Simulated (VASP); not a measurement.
# Sr3O (P4/mmm) in VASP: relaxation of cell and atoms with PBE

Aim: the relaxation of cell and atoms of Sr3O with PBE.

Program: VASP 6.6.1. These are calculated values, not measurements. Logs are shortened: lines on timing, memory, paths and dates and some standing lists are left out, and cuts for length are marked.

### 1 The cell of the first run

Symmetry: P4/mmm, No. 123, tetragonal system. Conventional cell: a = 5.274 Å, b = 5.274 Å, c = 5.112 Å, α = 90.00°, β = 90.00°, γ = 90.00°. Sr (site symmetry mmm) has 8 Sr at 3.67 to 3.73 Å and 4 O at 3.67 Å within 4.8 Å. Sr (site symmetry 4/mmm) has 8 Sr at 3.67 Å and 4 O at 3.73 Å within 4.8 Å. Within 4.8 Å of O (site symmetry 4/mmm) lie 12 Sr at 3.67 to 3.73 Å.

### 2 Relaxation of cell and atoms, PBE

INCAR reads:

```
PREC     = Accurate       # precision mode
ENCUT    = 600            # plane-wave cutoff, eV
EDIFF    = 1E-7           # SCF threshold, eV
ISMEAR   = 0              # smearing method
SIGMA    = 0.1            # smearing width, eV
LREAL    = F              # projectors in reciprocal space
LASPH    = T              # aspherical terms in the spheres
NELM     = 120            # most SCF steps
ALGO     = Normal         # electronic algorithm
ISIF     = 3              # what is computed and relaxed
LWAVE    = F              # write WAVECAR
LCHARG   = F              # write CHGCAR
GGA      = PE             # functional
IBRION   = 2              # ionic algorithm
NSW      = 100            # ionic steps
EDIFFG   = -0.01          # ionic threshold
GGA_COMPAT= F            
NELMIN   = 4
```

KPOINTS reads:

```
regular mesh
0
Gamma
  10 10 10
```

POSCAR reads:

```
Sr3O
1.0
    5.2744503619      0.0000000000      0.0000000000
    0.0000000000      5.2744503619      0.0000000000
    0.0000000000      0.0000000000      5.1124949945
Sr O
3 1
Direct
    0.0000000000      0.5000000000      0.5000000000
    0.5000000000      0.0000000000      0.5000000000
    0.5000000000      0.5000000000      0.0000000000
    0.0000000000      0.0000000000      0.0000000000
```

Potentials or basis: VASP PAW PBE potentials, release 64 (Sr_sv, O).

Started as:

```console
$ cat potpaw_PBE.64/Sr_sv/POTCAR potpaw_PBE.64/O/POTCAR > POTCAR
$ mpirun -np 1 vasp_std > vasp.out
```

OUTCAR:

```text
PREC = Accurate
   ENCUT = 600
   EDIFF = 1E-7
   ISMEAR = 0
   LREAL = F
   LASPH = T
   NELM = 120
   ISIF = 3
   GGA = PE
   IBRION = 2
   NSW = 100
   EDIFFG = -0.01
   NELMIN = 4

 ion  position               nearest neighbor table
   1  0.000  0.500  0.500-   3 3.67   3 3.67   3 3.67   3 3.67   2 3.73   2 3.73   2 3.73   2 3.73

   2  0.500  0.000  0.500-   3 3.67   3 3.67   3 3.67   3 3.67   1 3.73   1 3.73   1 3.73   1 3.73

   3  0.500  0.500  0.000-   1 3.67   2 3.67   1 3.67   2 3.67   2 3.67   2 3.67   1 3.67   1 3.67

   4  0.000  0.000  0.000-

  LATTYP: Found a simple tetragonal cell.
 ALAT       =     5.2744503619
 C/A-ratio  =     0.9692943613

  Lattice vectors:

 A1 = (   5.2744503619,   0.0000000000,   0.0000000000)
 A2 = (   0.0000000000,   5.2744503619,   0.0000000000)
 A3 = (   0.0000000000,   0.0000000000,   5.1124949945)

Analysis of symmetry for initial positions (statically):
=====================================================================
 Subroutine PRICEL returns:
 Original cell was already a primitive cell.

 Routine SETGRP: Setting up the symmetry group for a
 simple tetragonal supercell.

 Subroutine GETGRP returns: Found 16 space group operations
 (whereof 16 operations were pure point group operations)
 out of a pool of 16 trial point group operations.

The static configuration has the point symmetry D_4h.

Analysis of symmetry for dynamics (positions and initial velocities):
=====================================================================
 Subroutine PRICEL returns:
 Original cell was already a primitive cell.

 Routine SETGRP: Setting up the symmetry group for a
 simple tetragonal supercell.

 Subroutine GETGRP returns: Found 16 space group operations
 (whereof 16 operations were pure point group operations)
 out of a pool of 16 trial point group operations.

The dynamic configuration has the point symmetry D_4h.

 Subroutine INISYM returns: Found 16 space group operations
 (whereof 16 operations are pure point group operations),
 and found     1 'primitive' translations

----------------------------------------------------------------------------------------

                                     Primitive cell

  volume of cell :     142.2287

  direct lattice vectors                    reciprocal lattice vectors
     5.274450362  0.000000000  0.000000000     0.189593215  0.000000000  0.000000000
     0.000000000  5.274450362  0.000000000     0.000000000  0.189593215  0.000000000
     0.000000000  0.000000000  5.112494994     0.000000000  0.000000000  0.195599214

  length of vectors
     5.274450362  5.274450362  5.112494994     0.189593215  0.189593215  0.195599214

  position of ions in fractional coordinates (direct lattice)
     0.000000000  0.500000000  0.500000000
     0.500000000  0.000000000  0.500000000
     0.500000000  0.500000000  0.000000000
     0.000000000  0.000000000  0.000000000

  ion indices of the primitive-cell ions
   primitive index   ion index
                 1           1
                 2           2
                 3           3
                 4           4

----------------------------------------------------------------------------------------

 KPOINTS: regular mesh

Automatic generation of k-mesh.
 Grid dimensions read from file:
 generate k-points for:   10   10   10

 Generating k-lattice:

  Cartesian coordinates                     Fractional coordinates (reciprocal lattice)
     0.018959321  0.000000000  0.000000000     0.100000000  0.000000000  0.000000000
     0.000000000  0.018959321  0.000000000     0.000000000  0.100000000  0.000000000
     0.000000000  0.000000000  0.019559921     0.000000000  0.000000000  0.100000000

  Length of vectors
     0.018959321  0.018959321  0.019559921

  Shift w.r.t. Gamma in fractional coordinates (k-lattice)
     0.000000000  0.000000000  0.000000000

 Subroutine IBZKPT returns following result:
 ===========================================

 Found    126 irreducible k-points:

 Following reciprocal coordinates:
            Coordinates               Weight
  0.000000  0.000000  0.000000      1.000000
  0.100000  0.000000  0.000000      4.000000
  0.200000  0.000000  0.000000      4.000000
  0.300000  0.000000  0.000000      4.000000
  0.400000  0.000000  0.000000      4.000000
  0.500000  0.000000  0.000000      2.000000
[... 16 lines left out ...]
  0.100000  0.000000  0.100000      8.000000
  0.200000  0.000000  0.100000      8.000000
 [... further k-points ...]
   k-points           NKPTS =    126   k-points in BZ     NKDIM =    126   number of bands    NBANDS=     22
   number of dos      NEDOS =    301   number of ions     NIONS =      4
   total plane-waves  NPLWV =  74088
   dimension x,y,z NGX =    42 NGY =   42 NGZ =   42
   dimension x,y,z NGXF=    84 NGYF=   84 NGZF=   84
   ions per type =               3   1
   NGX,Y,Z   is equivalent  to a cutoff of  13.24, 13.24, 13.66 a.u.
   NGXF,Y,Z  is equivalent  to a cutoff of  26.48, 26.48, 27.31 a.u.
 SYSTEM =  unknown system
   PREC   = accura    normal or accurate (medium, high low for compatibility)
   ISTART =      0    job   : 0-new  1-cont  2-samecut
   ICHARG =      2    charge: 1-file 2-atom 10-const
   ISPIN  =      1    spin polarized calculation?
   LNONCOLLINEAR =      F non collinear calculations
   LSORBIT =      F    spin-orbit coupling
   LASPH  =      T    aspherical Exc in radial PAW
   ENCUT  =  600.0 eV  44.10 Ry    6.64 a.u.  10.53 10.53 10.21*2*pi/ulx,y,z
   NELM   =    120;   NELMIN=  4; NELMDL= -5     # of ELM steps
   EDIFF  = 0.1E-06   stopping-criterion for ELM
   LREAL  =      F    real-space projection
   EDIFFG = -.1E-01   stopping-criterion for IOM
   NSW    =    100    number of steps for IOM
   IBRION =      2    ionic relax: 0-MD 1-quasi-New 2-CG
   NFREE  =      1    steps in history (QN), initial steepest desc. (CG)
   ISIF   =      3    stress and relaxation
   ISYM   =      2    0-nonsym 1-usesym 2-fastsym
   POTIM  = 0.5000    time-step for ionic-motion
   TEBEG  =    0.0;   TEEND  =   0.0 temperature during run
   PSTRESS=    0.0 pullay stress
   NELECT =      36.0000    total number of electrons
   NUPDOWN=      -1.0000    fix difference up-down
   EMIN   =  10.00;   EMAX   =-10.00  energy-range for DOS
   EFERMI =   0.00;   METHOD = LEGACY
   ISMEAR =     0;   SIGMA  =   0.10  broadening in eV -4-tet -1-fermi 0-gaus
   EFERMI_NEDOS =   21; number of points for ismear=-14 and -15
   IALGO  =     38    algorithm
   IMIX   =      4    mixing-type and parameters
     AMIX     =   0.40;   BMIX     =  1.00
     AMIX_MAG =   1.60;   BMIX_MAG =  1.00
  volume/ion in A,a.u.               =      35.56       239.95
  Fermi-wavevector in a.u.,A,eV,Ry     =   1.035571  1.956945 14.590988  1.072407
  Thomas-Fermi vector in A             =   2.169921
   LORBIT       =      0    0 simple, 1 ext, 2 COOP (PROOUT), +10 PAW based schemes
   GGA     = PE    functional components
   LHFCALC =     F    Hartree Fock is set to
   AEXX    =    0.0000 exact exchange contribution
   IVDW    =     0    specifies the selected vdW correction
   LEPSILON=     F    determine dielectric tensor
   LRPA    =     F    only Hartree local field effects (RPA)
 conjugate gradient relaxation of ions
 non-spin polarized calculation
 Gauss-broadening in eV      SIGMA  =   0.10
  energy-cutoff  :      600.00
  volume of cell :      142.23
 maximum number of plane-waves:      4778
   NGX = 21   NGY = 21   NGZ = 21

--------------------------------------- Ionic step        1  -------------------------------------------

 number of electron      36.0000000 magnetization

 Free energy of the ion-electron system (eV)
  ---------------------------------------------------
  ext. energy  EPLUGINS =         0.00000000
  ---------------------------------------------------
  free energy    TOTEN  =        -9.65115797 eV

  energy without entropy =       -9.63487377  energy(sigma->0) =       -9.64301587

------------------------ aborting loop because EDIFF is reached ----------------------------------------

  FORCE on cell =-STRESS in cart. coord.  units (eV):
  Direction    XX          YY          ZZ          XY          YZ          ZX
  --------------------------------------------------------------------------------------
  -------------------------------------------------------------------------------------
  Total        0.3483348      0.3483348      0.0425081      0.0000000      0.0000000      0.0000000
  in kB        3.9239202      3.9239202      0.4788451      0.0000000      0.0000000      0.0000000
  external PRESSURE =       2.7755618 kB  Pullay stress =       0.0000000 kB
[... 95 lines left out ...]
  FREE ENERGIE OF THE ION-ELECTRON SYSTEM (eV)
  ---------------------------------------------------
  free  energy   TOTEN  =        -9.6550351670 eV

  energy  without entropy=       -9.6386056190  energy(sigma->0) =       -9.64682039

[... ionic steps 4 to 8 ...]

--------------------------------------- Ionic step        9  -------------------------------------------

 number of electron      35.9999998 magnetization

------------------------ aborting loop because EDIFF is reached ----------------------------------------

  FORCE on cell =-STRESS in cart. coord.  units (eV):
  Direction    XX          YY          ZZ          XY          YZ          ZX
  --------------------------------------------------------------------------------------
  -------------------------------------------------------------------------------------
  Total       -0.1014659     -0.1014659      0.0151538      0.0000000     -0.0000000      0.0000000
  in kB       -1.1347762     -1.1347762      0.1694771      0.0000000     -0.0000000      0.0000000
  external PRESSURE =      -0.7000251 kB  Pullay stress =       0.0000000 kB
[... 61 lines left out ...]
  energy  without entropy=       -9.6769577269  energy(sigma->0) =       -9.68755748

--------------------------------------- Ionic step       11  -------------------------------------------

 number of electron      35.9999999 magnetization

 Free energy of the ion-electron system (eV)
  ---------------------------------------------------
  ext. energy  EPLUGINS =         0.00000000
  ---------------------------------------------------
  free energy    TOTEN  =        -9.69827503 eV

  energy without entropy =       -9.67721211  energy(sigma->0) =       -9.68774357

 E-fermi :   2.1944     XC(G=0):  -8.0790

 val. band max:        2.1918603148   @ k =   0.5000   0.2000   0.4000
 cond. band min:       2.1961042136   @ k =   0.4000   0.2000   0.4000
 fundamental gap:      0.0042438988
 Fermi energy:         2.1944400601

 k-point     1 :       0.0000    0.0000    0.0000
  band No.  band energies     occupation
      1     -34.4369      2.00000
      2     -34.3928      2.00000
      3     -34.2395      2.00000
      4     -16.7037      2.00000
      5     -16.7037      2.00000
      6     -16.5651      2.00000
[... 574 lines left out ...]
      6     -16.5325      2.00000
[... 14 lines left out ...]
     21       3.0891      0.00000
     22       3.1794      0.00000

 [... further k-points ...]

------------------------ aborting loop because EDIFF is reached ----------------------------------------

  FORCE on cell =-STRESS in cart. coord.  units (eV):
  Direction    XX          YY          ZZ          XY          YZ          ZX
  --------------------------------------------------------------------------------------
  -------------------------------------------------------------------------------------
  Total        0.0013750      0.0013750      0.0047504      0.0000000      0.0000000      0.0000000
  in kB        0.0154461      0.0154461      0.0533654      0.0000000      0.0000000      0.0000000
  external PRESSURE =       0.0280859 kB  Pullay stress =       0.0000000 kB
[... 19 lines left out ...]
  FREE ENERGIE OF THE ION-ELECTRON SYSTEM (eV)
  ---------------------------------------------------
  free  energy   TOTEN  =        -9.6982750333 eV

  energy  without entropy=       -9.6772121097  energy(sigma->0) =       -9.68774357

 reached required accuracy - stopping structural energy minimisation
```

Run time: 32 min. Hardware: 1 thread of Intel Xeon 6975P-C (Granite Rapids), shared host; peak memory 0.62 GiB.

What came out:

| Quantity | Value |
| --- | --- |
| Free energy | -9.6983 eV |
| Relaxed volume | 35.65 Å³/atom |
| Relaxed cell | a = 5.582 Å, b = 5.582 Å, c = 4.576 Å, α = 90.00°, β = 90.00°, γ = 90.00° |
| Space group after relaxing (to 0.1 Å) | P4/mmm (No. 123) |
| Energy gained by relaxing | 11.8 meV/atom |
| Ionic steps | 11 |
| Pressure after relaxing | 0.0 GPa |
| Band gap on the k mesh | zero (bands 18 and 19 overlap by 0.96 eV) |

Step by step:
```
step  energy change (eV)  largest force (eV/Å)  pressure (GPa)  volume (Å³)
   1              0.0000                0.0000            0.28       142.23
   2             -0.0024                0.0000            0.13       143.50
   3             -0.0039                0.0000           -0.09       145.46
   4             -0.0055                0.0000           -0.10       145.50
   5             -0.0115                0.0000           -0.15       145.58
   6             -0.0258                0.0000           -0.22       145.63
   7             -0.0450                0.0000           -0.27       145.17
   8             -0.0461                0.0000            0.05       142.18
   9             -0.0466                0.0000           -0.07       143.26
  10             -0.0470                0.0000           -0.03       142.92
  11             -0.0471                0.0000            0.00       142.62
```

Final structure:
```
Sr O
1.0
     5.58249    0.00000    0.00000
     0.00000    5.58249    0.00000
     0.00000    0.00000    4.57639
Sr O
3 1
Cartesian
  0.0000 2.7912 2.2882
  2.7912 0.0000 2.2882
  2.7912 2.7912 0.0000
  0.0000 0.0000 0.0000
```
